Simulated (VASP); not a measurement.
# Cs (Fm-3m) in VASP: a series of runs

Runs on Cs. Level: PBEsol. Tasks: single point.

All numbers are computed with VASP 6.6.1; they aren't measurements. Logs are shortened: lines on timing, memory, paths and dates and some standing lists are left out, and cuts for length are marked.

**1. The cell of the first run**

Symmetry: Fm-3m, No. 225, cubic system. The conventional cell has a = 4.735 Å, b = 4.735 Å, c = 4.735 Å, α = 90.00°, β = 90.00°, γ = 90.00°. Within 4.4 Å of Cs (site symmetry m-3m) lie 12 Cs at 3.35 Å.

This isn't the form of Cs at room conditions, which is bcc.

**2. Single point, PBEsol**

Input file INCAR:

```
PREC = Accurate ; ENCUT = 500
EDIFF = 1E-6 ; ISMEAR = -1
SIGMA = 0.05 ; LREAL = F
LASPH = T ; NELM = 120
ALGO = Normal ; ISIF = 2
LWAVE = F ; LCHARG = F
GGA = PS ; NBANDS = 10
GGA_COMPAT = F
```

Input file KPOINTS:

```
regular mesh
0
Gamma
  5 5 5
```

Input file POSCAR:

```
Cs
1.0
    0.0000000000      2.3673138656      2.3673138656
    2.3673138656      0.0000000000      2.3673138656
    2.3673138656      2.3673138656      0.0000000000
Cs
1
Direct
    0.0000000000      0.0000000000      0.0000000000
```

Potentials or basis: VASP PAW PBE potentials, release 64 (Cs_sv).

Command:

```bash
cat potpaw_PBE.64/Cs_sv/POTCAR > POTCAR
mpirun -np 1 vasp_std > vasp.out
```

OUTCAR:

```text
PREC = Accurate
   ENCUT = 500
   EDIFF = 1E-6
   ISMEAR = -1
   LREAL = F
   LASPH = T
   NELM = 120
   ISIF = 2
   GGA = PS

 ion  position               nearest neighbor table
   1  0.000  0.000  0.000-

  LATTYP: Found a face centered cubic cell.
 ALAT       =     4.7346277312

  Lattice vectors:

 A1 = (   0.0000000000,   2.3673138656,   2.3673138656)
 A2 = (   2.3673138656,   0.0000000000,   2.3673138656)
 A3 = (   2.3673138656,   2.3673138656,   0.0000000000)

Analysis of symmetry for initial positions (statically):
=====================================================================
 Subroutine PRICEL returns:
 Original cell was already a primitive cell.

 Routine SETGRP: Setting up the symmetry group for a
 face centered cubic supercell.

 Subroutine GETGRP returns: Found 48 space group operations
 (whereof 48 operations were pure point group operations)
 out of a pool of 48 trial point group operations.

The static configuration has the point symmetry O_h .

Analysis of symmetry for dynamics (positions and initial velocities):
=====================================================================
 Subroutine PRICEL returns:
 Original cell was already a primitive cell.

 Routine SETGRP: Setting up the symmetry group for a
 face centered cubic supercell.

 Subroutine GETGRP returns: Found 48 space group operations
 (whereof 48 operations were pure point group operations)
 out of a pool of 48 trial point group operations.

The dynamic configuration has the point symmetry O_h .

 Subroutine INISYM returns: Found 48 space group operations
 (whereof 48 operations are pure point group operations),
 and found     1 'primitive' translations

----------------------------------------------------------------------------------------

                                     Primitive cell

  volume of cell :      26.5337

  direct lattice vectors                    reciprocal lattice vectors
     0.000000000  2.367313866  2.367313866    -0.211209847  0.211209847  0.211209847
     2.367313866  0.000000000  2.367313866     0.211209847 -0.211209847  0.211209847
     2.367313866  2.367313866  0.000000000     0.211209847  0.211209847 -0.211209847

  length of vectors
     3.347887375  3.347887375  3.347887375     0.365826187  0.365826187  0.365826187

  position of ions in fractional coordinates (direct lattice)
     0.000000000  0.000000000  0.000000000

  ion indices of the primitive-cell ions
   primitive index   ion index
                 1           1

----------------------------------------------------------------------------------------

 KPOINTS: regular mesh

Automatic generation of k-mesh.
 Grid dimensions read from file:
 generate k-points for:    5    5    5

 Generating k-lattice:

  Cartesian coordinates                     Fractional coordinates (reciprocal lattice)
    -0.042241969  0.042241969  0.042241969     0.200000000  0.000000000  0.000000000
     0.042241969 -0.042241969  0.042241969     0.000000000  0.200000000  0.000000000
     0.042241969  0.042241969 -0.042241969     0.000000000  0.000000000  0.200000000

  Length of vectors
     0.073165237  0.073165237  0.073165237

  Shift w.r.t. Gamma in fractional coordinates (k-lattice)
     0.000000000  0.000000000  0.000000000

 Subroutine IBZKPT returns following result:
 ===========================================

 Found     10 irreducible k-points:

 Following reciprocal coordinates:
            Coordinates               Weight
  0.000000  0.000000  0.000000      1.000000
  0.200000  0.000000  0.000000      8.000000
  0.400000  0.000000  0.000000      8.000000
  0.200000  0.200000  0.000000      6.000000
  0.400000  0.200000  0.000000     24.000000
 -0.400000  0.200000  0.000000     24.000000
 -0.200000  0.200000  0.000000     12.000000
  0.400000  0.400000  0.000000      6.000000
 -0.400000  0.400000  0.000000     12.000000
 -0.400000  0.400000  0.200000     24.000000
   k-points           NKPTS =     10   k-points in BZ     NKDIM =     10   number of bands    NBANDS=     10
   number of dos      NEDOS =    301   number of ions     NIONS =      1
   total plane-waves  NPLWV =  13824
   dimension x,y,z NGX =    24 NGY =   24 NGZ =   24
   dimension x,y,z NGXF=    48 NGYF=   48 NGZF=   48
   ions per type =               1
   NGX,Y,Z   is equivalent  to a cutoff of  11.92, 11.92, 11.92 a.u.
   NGXF,Y,Z  is equivalent  to a cutoff of  23.84, 23.84, 23.84 a.u.
 SYSTEM =  unknown system
   PREC   = accura    normal or accurate (medium, high low for compatibility)
   ISTART =      0    job   : 0-new  1-cont  2-samecut
   ICHARG =      2    charge: 1-file 2-atom 10-const
   ISPIN  =      1    spin polarized calculation?
   LNONCOLLINEAR =      F non collinear calculations
   LSORBIT =      F    spin-orbit coupling
   LASPH  =      T    aspherical Exc in radial PAW
   ENCUT  =  500.0 eV  36.75 Ry    6.06 a.u.   6.10  6.10  6.10*2*pi/ulx,y,z
   NELM   =    120;   NELMIN=  2; NELMDL= -5     # of ELM steps
   EDIFF  = 0.1E-05   stopping-criterion for ELM
   LREAL  =      F    real-space projection
   EDIFFG = 0.1E-04   stopping-criterion for IOM
   NSW    =      0    number of steps for IOM
   IBRION =     -1    ionic relax: 0-MD 1-quasi-New 2-CG
   NFREE  =      0    steps in history (QN), initial steepest desc. (CG)
   ISIF   =      2    stress and relaxation
   ISYM   =      2    0-nonsym 1-usesym 2-fastsym
   POTIM  = 0.5000    time-step for ionic-motion
   TEBEG  =    0.0;   TEEND  =   0.0 temperature during run
   PSTRESS=    0.0 pullay stress
   NELECT =       9.0000    total number of electrons
   NUPDOWN=      -1.0000    fix difference up-down
   EMIN   =  10.00;   EMAX   =-10.00  energy-range for DOS
   EFERMI =   0.00;   METHOD = LEGACY
   ISMEAR =    -1;   SIGMA  =   0.05  broadening in eV -4-tet -1-fermi 0-gaus
   EFERMI_NEDOS =   21; number of points for ismear=-14 and -15
   IALGO  =     38    algorithm
   IMIX   =      4    mixing-type and parameters
     AMIX     =   0.40;   BMIX     =  1.00
     AMIX_MAG =   1.60;   BMIX_MAG =  1.00
  volume/ion in A,a.u.               =      26.53       179.06
  Fermi-wavevector in a.u.,A,eV,Ry     =   1.141712  2.157522 17.735274  1.303506
  Thomas-Fermi vector in A             =   2.278411
   LORBIT       =      0    0 simple, 1 ext, 2 COOP (PROOUT), +10 PAW based schemes
   GGA     = PS    functional components
   LHFCALC =     F    Hartree Fock is set to
   AEXX    =    0.0000 exact exchange contribution
   IVDW    =     0    specifies the selected vdW correction
   LEPSILON=     F    determine dielectric tensor
   LRPA    =     F    only Hartree local field effects (RPA)
 non-spin polarized calculation
  energy-cutoff  :      500.00
  volume of cell :       26.53
 maximum number of plane-waves:       685
   NGX = 13   NGY = 13   NGZ = 13

 number of electron       9.0000002 magnetization

 Free energy of the ion-electron system (eV)
  ---------------------------------------------------
  ext. energy  EPLUGINS =         0.00000000
  ---------------------------------------------------
  free energy    TOTEN  =         0.74292903 eV

  energy without entropy =        0.75604614  energy(sigma->0) =        0.74948758

 E-fermi :   7.7214     XC(G=0): -11.1081

 val. band max:        7.4907536969   @ k =   0.4000   0.2000   0.0000
 cond. band min:       7.7702170081   @ k =  -0.4000   0.2000   0.0000
 fundamental gap:      0.2794633111
 Fermi energy:         7.7214473784

 k-point     1 :       0.0000    0.0000    0.0000
  band No.  band energies     occupation
      1     -17.9337      2.00000
      2      -0.7730      2.00000
      3      -0.7730      2.00000
      4      -0.7730      2.00000
      5       7.8941      0.06133
      6      10.8497      0.00000
      7      10.8497      0.00000
      8      10.8497      0.00000
      9      14.8302      0.00000
     10      15.2926      0.00000

 k-point     2 :       0.2000    0.0000    0.0000
  band No.  band energies     occupation
      1     -17.4971      2.00000
      2      -3.2117      2.00000
      3      -1.0621      2.00000
      4      -1.0621      2.00000
      5       8.3950      0.00000
      6      11.3677      0.00000
      7      11.3890      0.00000
      8      11.3890      0.00000
      9      14.1678      0.00000
     10      14.1678      0.00000

 k-point     3 :       0.4000    0.0000    0.0000
  band No.  band energies     occupation
      1     -16.6244      2.00000
      2      -6.1805      2.00000
      3      -1.4653      2.00000
      4      -1.4653      2.00000
      5       7.2851      1.99968
      6      10.4639      0.00000
      7      10.4639      0.00000
      8      13.6541      0.00000
      9      16.7200      0.00000
     10      17.3405      0.00000

 k-point     4 :       0.2000    0.2000    0.0000
  band No.  band energies     occupation
      1     -17.3501      2.00000
      2      -2.9756      2.00000
      3      -1.6886      2.00000
      4      -1.6886      2.00000
      5       8.2568      0.00004
      6       9.0639      0.00000
      7      12.6002      0.00000
      8      13.0066      0.00000
      9      13.0066      0.00000
     10      16.2009      0.00000

 k-point     5 :       0.4000    0.2000    0.0000
  band No.  band energies     occupation
      1     -16.5957      2.00000
      2      -5.2428      2.00000
      3      -2.5811      2.00000
      4      -2.1459      2.00000
      5       7.4908      1.98037
      6       9.1968      0.00000
      7      12.0926      0.00000
      8      12.9452      0.00000
      9      17.6956      0.00000
     10      18.6056      0.00000

 k-point     6 :      -0.4000    0.2000    0.0000
  band No.  band energies     occupation
      1     -16.2391      2.00000
      2      -6.0760      2.00000
      3      -3.4329      2.00000
      4      -1.9022      2.00000
      5       7.7702      0.54761
      6       9.9997      0.00000
      7      11.8977      0.00000
      8      13.7312      0.00000
      9      16.8150      0.00000
     10      17.8824      0.00000

 k-point     7 :      -0.2000    0.2000    0.0000
  band No.  band energies     occupation
      1     -16.8924      2.00000
      2      -4.5813      2.00000
      3      -2.8783      2.00000
      4      -1.2275      2.00000
      5       9.5666      0.00000
      6      10.0133      0.00000
      7      11.2026      0.00000
      8      12.0682      0.00000
      9      12.8084      0.00000
     10      19.3066      0.00000

 k-point     8 :       0.4000    0.4000    0.0000
  band No.  band energies     occupation
      1     -16.1677      2.00000
      2      -5.7129      2.00000
      3      -2.8277      2.00000
      4      -2.8277      2.00000
      5       5.7132      2.00000
      6       6.2938      2.00000
      7      17.6807      0.00000
      8      17.6807      0.00000
      9      17.7058      0.00000
     10      18.5329      0.00000

 k-point     9 :      -0.4000    0.4000    0.0000
  band No.  band energies     occupation
      1     -15.9256      2.00000
      2      -5.7494      2.00000
      3      -4.2454      2.00000
      4      -2.7067      2.00000
      5       5.9918      2.00000
      6       8.3177      0.00001
      7      15.3108      0.00000
      8      15.7470      0.00000
      9      18.2020      0.00000
     10      18.6642      0.00000

 k-point    10 :      -0.4000    0.4000    0.2000
  band No.  band energies     occupation
      1     -16.0548      2.00000
      2      -5.4134      2.00000
      3      -4.2388      2.00000
      4      -2.9113      2.00000
      5       7.9803      0.01122
      6       9.5186      0.00000
      7      11.2252      0.00000
      8      14.6759      0.00000
      9      17.6853      0.00000
     10      20.0826      0.00000

------------------------ aborting loop because EDIFF is reached ----------------------------------------

  FORCE on cell =-STRESS in cart. coord.  units (eV):
  Direction    XX          YY          ZZ          XY          YZ          ZX
  --------------------------------------------------------------------------------------
  -------------------------------------------------------------------------------------
  Total        3.5335391      3.5335391      3.5335391     -0.0000000     -0.0000000      0.0000000
  in kB      213.3648956    213.3648956    213.3648956     -0.0000000     -0.0000000      0.0000000
  external PRESSURE =     213.3648956 kB  Pullay stress =       0.0000000 kB

 VOLUME and BASIS-vectors are now :
 -----------------------------------------------------------------------------
  energy-cutoff  :      500.00
  volume of cell :       26.53
      direct lattice vectors                 reciprocal lattice vectors
     0.000000000  2.367313866  2.367313866    -0.211209847  0.211209847  0.211209847
     2.367313866  0.000000000  2.367313866     0.211209847 -0.211209847  0.211209847
     2.367313866  2.367313866  0.000000000     0.211209847  0.211209847 -0.211209847

 POSITION                                       TOTAL-FORCE (eV/Angst)
 -----------------------------------------------------------------------------------
      0.00000      0.00000      0.00000         0.000000      0.000000      0.000000
 -----------------------------------------------------------------------------------
    total drift:                                0.000000     -0.000000     -0.000000

  FREE ENERGIE OF THE ION-ELECTRON SYSTEM (eV)
  ---------------------------------------------------
  free  energy   TOTEN  =         0.7429290253 eV

  energy  without entropy=        0.7560461436  energy(sigma->0) =        0.74948758
```

Wall time 2.1 s (1 thread of Intel Xeon Platinum 8488C (Sapphire Rapids), shared host); peak memory 0.13 GiB.

What came out:

* Free energy: 0.7429 eV
* Pressure: 21.3 GPa
* Band gap on the k mesh: zero (an odd number of electrons rules out a gap without spin polarisation)

Caveat: the k points lie up to 0.46 Å⁻¹ apart, too coarse for converged energies and pressures of a metal; the PAW data sets were made with another functional, which shifts forces and pressure a little; spin-orbit coupling is left out, which moves the levels of the heavy elements.

(Continued in part 2 of 2.)
